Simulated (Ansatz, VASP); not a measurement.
## One calculation of Bi, two programs

```xyz
1
Lattice="3.1630 0.0000 0.0000 0.0000 3.1630 0.0000 0.0000 0.0000 3.1630" Properties=species:S:1:pos:R:3 pbc="T T T"
Bi    0.0000    0.0000    0.0000
```

Alike in both runs: task single point; functional r2SCAN; k mesh 11 × 11 × 11; occupations fermi-dirac, width 0.1 eV; no spin polarisation.

|  | VASP | Ansatz |
| --- | --- | --- |
| version | VASP 6.6.1 | Ansatz 0.2.0 |
| potentials or method | VASP PAW PBE potentials, release 64 (Bi_d), cutoff 520 eV | plane waves (500 eV) with PAW, scalar-relativistic |
| valence electrons in the cell | 15 | 15 |

|  | VASP | Ansatz | Ansatz less VASP |
| --- | --- | --- | --- |
| pressure (GPa) | 5.4 | 5.4 | +0.03 |

VASP's potentials were made for PBE, not for r2SCAN. The functional is the same, so the differences come from potentials, cutoffs and numerics.

Neither program's run includes spin-orbit coupling.
